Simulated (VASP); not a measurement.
# LiH (Fm-3m) in VASP: further runs, part 2 of 2

VASP 6.6.1. The steps go on from the part before.

### Step 4. Single point, r2SCAN (8.51 Å³/atom)

This run uses another cell than the first one, of 8.51 Å³/atom.

POSCAR reads:

```
LiH
1.0
    0.0000000000      2.0416048853      2.0416048853
    2.0416048853      0.0000000000      2.0416048853
    2.0416048853      2.0416048853      0.0000000000
Li H
1 1
Direct
    0.0000000000      0.0000000000      0.0000000000
    0.5000000000      0.5000000000      0.5000000000
```

INCAR.step1 reads:

```
PREC     = Accurate       # precision mode
ENCUT    = 520            # plane-wave cutoff, eV
ISMEAR   = 0              # smearing method
SIGMA    = 0.02           # smearing width, eV
LREAL    = False          # projectors in reciprocal space
LASPH    = True           # aspherical terms in the spheres
NELM     = 80             # most SCF steps
NBANDS   = 9              # bands
GGA      = PE             # functional
ALGO     = Normal         # electronic algorithm
EDIFF    = 1E-4           # SCF threshold, eV
LWAVE    = True           # write WAVECAR
LCHARG   = False          # write CHGCAR
```

INCAR.step2 reads:

```
PREC     = Accurate       # precision mode
ENCUT    = 520            # plane-wave cutoff, eV
EDIFF    = 1E-7           # SCF threshold, eV
ISMEAR   = 0              # smearing method
SIGMA    = 0.02           # smearing width, eV
LREAL    = False          # projectors in reciprocal space
LASPH    = True           # aspherical terms in the spheres
NELM     = 80             # most SCF steps
ALGO     = Normal         # electronic algorithm
ISIF     = 2              # what is computed and relaxed
LWAVE    = False          # write WAVECAR
LCHARG   = True           # write CHGCAR
METAGGA  = R2SCAN         # meta-GGA
LMIXTAU  = True         
LELF     = True           # ELF
LVHAR    = True         
NBANDS   = 9              # bands
ISTART   = 1
```

KPOINTS reads:

```
Automatic mesh
0
Gamma
  10 10 10
```

Potentials or basis: VASP PAW PBE potentials, release 64 (Li_sv, H).

The run is started by

```sh
$ cat potpaw_PBE.64/Li_sv/POTCAR potpaw_PBE.64/H/POTCAR > POTCAR
$ cp INCAR.step1 INCAR
$ mpirun -np 1 vasp_std > vasp.out
$ cp INCAR.step2 INCAR
$ mpirun -np 1 vasp_std > vasp.out
```

OUTCAR:

```text
PREC = Accurate
   ENCUT = 520
   EDIFF = 1E-7
   ISMEAR = 0
   LREAL = False
   LASPH = True
   NELM = 80
   ISIF = 2
   METAGGA = R2SCAN
   ISTART = 1

 ion  position               nearest neighbor table
   1  0.000  0.000  0.000-
   2  0.500  0.500  0.500-

  LATTYP: Found a face centered cubic cell.
 ALAT       =     4.0832097706

  Lattice vectors:

 A1 = (   0.0000000000,   2.0416048853,   2.0416048853)
[... 471 lines left out ...]
      9      30.4364      0.00000

 [... further k-points ...]

------------------------ aborting loop because EDIFF is reached ----------------------------------------

  FORCE on cell =-STRESS in cart. coord.  units (eV):
  Direction    XX          YY          ZZ          XY          YZ          ZX
  --------------------------------------------------------------------------------------
  -------------------------------------------------------------------------------------
  Total       -0.2548307     -0.2548307     -0.2548307      0.0000000      0.0000000      0.0000000
  in kB      -23.9892819    -23.9892819    -23.9892819      0.0000000      0.0000000      0.0000000
  external PRESSURE =     -23.9892819 kB  Pullay stress =       0.0000000 kB

 VOLUME and BASIS-vectors are now :
 -----------------------------------------------------------------------------
  energy-cutoff  :      520.00
  volume of cell :       17.02
      direct lattice vectors                 reciprocal lattice vectors
     0.000000000  2.041604885  2.041604885    -0.244905370  0.244905370  0.244905370
     2.041604885  0.000000000  2.041604885     0.244905370 -0.244905370  0.244905370
     2.041604885  2.041604885  0.000000000     0.244905370  0.244905370 -0.244905370

 POSITION                                       TOTAL-FORCE (eV/Angst)
 -----------------------------------------------------------------------------------
      0.00000      0.00000      0.00000         0.000000     -0.000000     -0.000000
      2.04160      2.04160      2.04160        -0.000000      0.000000      0.000000
 -----------------------------------------------------------------------------------
    total drift:                                0.000000     -0.000000     -0.000000

  FREE ENERGIE OF THE ION-ELECTRON SYSTEM (eV)
  ---------------------------------------------------
  free  energy   TOTEN  =        -6.8115345243 eV

  energy  without entropy=       -6.8115345243  energy(sigma->0) =       -6.81153452
```

OSZICAR.step1:

```text
N       E                     dE             d eps       ncg     rms          rms(c)
DAV:   1    -0.224684727311E+01   -0.22468E+01   -0.13830E+03   846   0.392E+02
DAV:   2    -0.631720241763E+01   -0.40704E+01   -0.40496E+01  1210   0.529E+01
DAV:   3    -0.636091050543E+01   -0.43708E-01   -0.43683E-01  1078   0.479E+00
DAV:   4    -0.636114513787E+01   -0.23463E-03   -0.23456E-03  1113   0.279E-01
DAV:   5    -0.636114694509E+01   -0.18072E-05   -0.18073E-05  1055   0.161E-02    0.285E+00
DAV:   6    -0.617910484686E+01    0.18204E+00   -0.15370E-01   920   0.119E+00    0.142E+00
DAV:   7    -0.611954829517E+01    0.59557E-01   -0.19376E-01   992   0.153E+00    0.220E-01
DAV:   8    -0.612147064646E+01   -0.19224E-02   -0.48173E-03  1009   0.444E-01    0.429E-02
DAV:   9    -0.612140340591E+01    0.67241E-04   -0.16229E-04  1056   0.473E-02
   1 F= -.61214034E+01 E0= -.61214034E+01  d E =-.132097E-20
```

It took 46 s on 1 thread of Intel Xeon 8259CL, shared host; peak memory 0.14 GiB.

What came out:

```
Free energy            : -6.8115 eV
Band gap on the k mesh : 3.61 eV
```

Caveat: the cutoff is under 1.25 times the usual one of these potentials, so pressure, stress and relaxed cells hold a basis-set (Pulay) error; the PAW data sets were made with another functional, which shifts forces and pressure a little.

### Step 5. Single point, r2SCAN (8.83 Å³/atom)

This run uses another cell than the first one, of 8.83 Å³/atom.

POSCAR reads:

```
LiH
1.0
    0.0000000000      2.0669690301      2.0669690301
    2.0669690301      0.0000000000      2.0669690301
    2.0669690301      2.0669690301      0.0000000000
Li H
1 1
Direct
    0.0000000000      0.0000000000      0.0000000000
    0.5000000000      0.5000000000      0.5000000000
```

INCAR.step1 reads:

```
ALGO = Normal
EDIFF = 1E-4
ENCUT = 520
GGA = PE
ISMEAR = 0
LASPH = True
LCHARG = False
LREAL = False
LWAVE = True
NBANDS = 9
NELM = 80
PREC = Accurate
SIGMA = 0.02
```

INCAR.step2 reads:

```
ALGO = Normal
EDIFF = 1E-6
ENCUT = 520
ISIF = 2
ISMEAR = 0
ISTART = 1
LASPH = True
LCHARG = False
LMIXTAU = True
LREAL = False
LWAVE = False
METAGGA = R2SCAN
NBANDS = 9
NELM = 80
PREC = Accurate
SIGMA = 0.02
```

KPOINTS reads:

```
k-points
0
Gamma
  10 10 10
```

The run is started by

```sh
$ cat potpaw_PBE.64/Li_sv/POTCAR potpaw_PBE.64/H/POTCAR > POTCAR
$ cp INCAR.step1 INCAR
$ mpirun -np 1 vasp_std > vasp.out
$ cp INCAR.step2 INCAR
$ mpirun -np 1 vasp_std > vasp.out
```

Wall time 50 s (1 thread of Intel Xeon 8259CL, shared host); peak memory 0.14 GiB.

The run converged. Its results:

| Item | Value |
| --- | --- |
| Free energy | -6.8001 eV |
| Band gap on the k mesh | 3.63 eV |

Levels at points of the mesh, in eV from the valence-band top:
```tsv
k point	band 1	band 2	band 3	band 4	band 5
(0.00, 0.00, 0.00)	-45.84	-5.10	16.41	18.41	18.41
(0.50, 0.00, 0.00)	-45.81	-2.38	5.44	14.12	17.27
(0.50, 0.50, 0.00)	-45.80	0.00	3.63	11.27	11.27
```

Caveat: the cutoff is under 1.25 times the usual one of these potentials, so pressure, stress and relaxed cells hold a basis-set (Pulay) error; the PAW data sets were made with another functional, which shifts forces and pressure a little. r2SCAN opens gaps a little over a GGA but as a rule still falls short of measured ones.

### Step 6. Relaxation of cell and atoms, r2SCAN

This run uses another cell than the first one, of 8.45 Å³/atom.

POSCAR reads:

```
LiH
1.0
    0.0000000000      2.0367500000      2.0367500000
    2.0367500000      0.0000000000      2.0367500000
    2.0367500000      2.0367500000      0.0000000000
Li H
1 1
Direct
    0.0000000000      0.0000000000      0.0000000000
    0.5000000000      0.5000000000      0.5000000000
```

INCAR.step1 reads:

```
SYSTEM = LiH
PREC = Accurate ; ENCUT = 600
ISMEAR = 0 ; SIGMA = 0.02
LREAL = .FALSE. ; LASPH = .TRUE.
NELM = 60 ; GGA = PE
ALGO = Normal ; EDIFF = 1E-4
LWAVE = .TRUE. ; LCHARG = .FALSE.
```

INCAR.step2 reads:

```
SYSTEM = LiH
PREC = Accurate ; ENCUT = 600
EDIFF = 1E-6 ; ISMEAR = 0
SIGMA = 0.02 ; LREAL = .FALSE.
LASPH = .TRUE. ; NELM = 60
ALGO = Normal ; ISIF = 3
LWAVE = .FALSE. ; LCHARG = .FALSE.
METAGGA = R2SCAN ; LMIXTAU = .TRUE.
IBRION = 2 ; NSW = 100
EDIFFG = -0.005 ; ISTART = 1
```

KPOINTS reads:

```
Automatic mesh
0
G
  10 10 10
  0 0 0
```

Potentials or basis: VASP PAW PBE potentials, release 64 (Li_sv, H).

The run is started by

```sh
$ cat potpaw_PBE.64/Li_sv/POTCAR potpaw_PBE.64/H/POTCAR > POTCAR
$ cp INCAR.step1 INCAR
$ mpirun -np 1 vasp_std > vasp.out
$ cp INCAR.step2 INCAR
$ mpirun -np 1 vasp_std > vasp.out
```

Run time: 95 s. Hardware: 1 thread of Intel Xeon 8259CL, shared host; peak memory 0.14 GiB.

Results (log left out):

- Free energy: -6.8216 eV
- Relaxed volume: 7.97 Å³/atom
- Relaxed cell: a = 2.824 Å, b = 2.824 Å, c = 2.824 Å, α = 60.00°, β = 60.00°, γ = 60.00°
- Space group after relaxing (to 0.1 Å): Fm-3m (No. 225)
- Energy gained by relaxing: 3.0 meV/atom
- Ionic steps: 5
- Pressure after relaxing: -0.1 GPa
- Band gap on the k mesh: 3.57 eV

The path:
```csv
step,energy change (eV),largest force (eV/Å),pressure (GPa),volume (Å³)
1,0.0000,0.0000,-1.94,16.90
2,-0.0026,0.0000,-1.36,16.65
3,-0.0054,0.0000,-0.71,16.21
4,-0.0037,0.0000,1.51,15.37
5,-0.0061,0.0000,-0.06,15.93
```

Final structure:
```
Li H
1.0
     0.00000    1.99709    1.99709
     1.99709    0.00000    1.99709
     1.99709    1.99709    0.00000
Li H
1 1
Direct
  0.00000 0.00000 0.00000
  0.50000 0.50000 0.50000
```

Levels at points of the mesh, in eV from the valence-band top:
| k point | band 1 | band 2 | band 3 | band 4 | band 5 | band 6 |
| --- | --- | --- | --- | --- | --- | --- |
| (0.00, 0.00, 0.00) | -45.72 | -5.48 | 17.77 | 19.50 | 19.50 | 19.50 |
| (0.50, 0.00, 0.00) | -45.67 | -2.67 | 5.70 | 15.03 | 18.25 | 18.25 |
| (0.50, 0.50, 0.00) | -45.66 | 0.00 | 3.57 | 11.79 | 11.79 | 15.11 |

Caveat: the cutoff is under 1.25 times the usual one of these potentials, so pressure, stress and relaxed cells hold a basis-set (Pulay) error; the PAW data sets were made with another functional, which shifts forces and pressure a little.

### Step 7. Overview

```tsv
task	cell	cutoff (eV)	gap on the mesh (eV)
single point	a = 2.803 Å, angles 60.0°, 2 atoms	520	3.56
single point	a = 2.860 Å, angles 60.0°, 2 atoms	520	3.60
single point	a = 2.887 Å, angles 60.0°, 2 atoms	520	3.61
single point	a = 2.923 Å, angles 60.0°, 2 atoms	520	3.63
relaxation of cell and atoms	relaxed from a = 2.880 Å, angles 60.0°, 2 atoms	600	3.57
```

Alike in all rows: level r2SCAN; potentials or basis VASP PAW PBE potentials, release 64 (Li_sv, H); no spin polarisation; k mesh 10 × 10 × 10; smearing gaussian 0.02 eV.

Caveats: the cutoff is under 1.25 times the usual one of these potentials, so pressure, stress and relaxed cells hold a basis-set (Pulay) error; the PAW data sets were made with another functional, which shifts forces and pressure a little.

Absolute energies hang on the potentials; compare differences alone.
